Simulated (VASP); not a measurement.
Write the native input for VASP 6.6.1 that does the following.

```
Task                   : single point
Functional             : PBEsol
Potentials or basis    : VASP PAW PBE potentials, release 64 (Bi_d, N)
Cutoff                 : 520 eV
k mesh                 : 10 × 10 × 6
Occupations            : gaussian, width 0.05 eV
Spin                   : no spin polarisation
Dipole correction      : no
Further INCAR settings : ALGO = Normal; EDIFF = 1e-06; NBANDS = 28
```

The structure of BiN lies in POSCAR:

```
BiN
1.0
    3.5452841185      0.0000000000      0.0000000000
   -1.7726420592      3.0703061102      0.0000000000
    0.0000000000      0.0000000000      6.3982382698
Bi N
2 2
Direct
    0.0000000000      0.0000000000      0.0000000000
    0.0000000000      0.0000000000      0.5000000000
    0.3333333333      0.6666666667      0.2500000000
    0.6666666667      0.3333333333      0.7500000000
```

The input as run:

INCAR

```
PREC = Accurate ; ENCUT = 520
EDIFF = 1E-6 ; ISMEAR = 0
SIGMA = 0.05 ; LREAL = F
LASPH = T ; NELM = 80
ALGO = Normal ; ISIF = 2
LWAVE = F ; LCHARG = T
GGA = PS ; LELF = T
LVHAR = T ; NBANDS = 28
```

KPOINTS

```
regular mesh
0
Gamma
  10 10 6
```

Potentials or basis: VASP PAW PBE potentials, release 64 (Bi_d, N).

Command:

```sh
$ cat potpaw_PBE.64/Bi_d/POTCAR potpaw_PBE.64/N/POTCAR > POTCAR
$ mpirun -np 1 vasp_std > vasp.out
```

It gave:

```
Pressure               : -4.4 GPa
Band gap on the k mesh : zero (bands 20 and 21 overlap by 1.03 eV)
```

Caveat: the cell stands under tension; the PAW data sets were made with another functional, which shifts forces and pressure a little; spin-orbit coupling is left out, which moves the levels of the heavy elements.

Run time: 110 s on 1 thread of Oxide Virtual Turin-like Processor, on a shared host, peak memory 0.21 GiB.
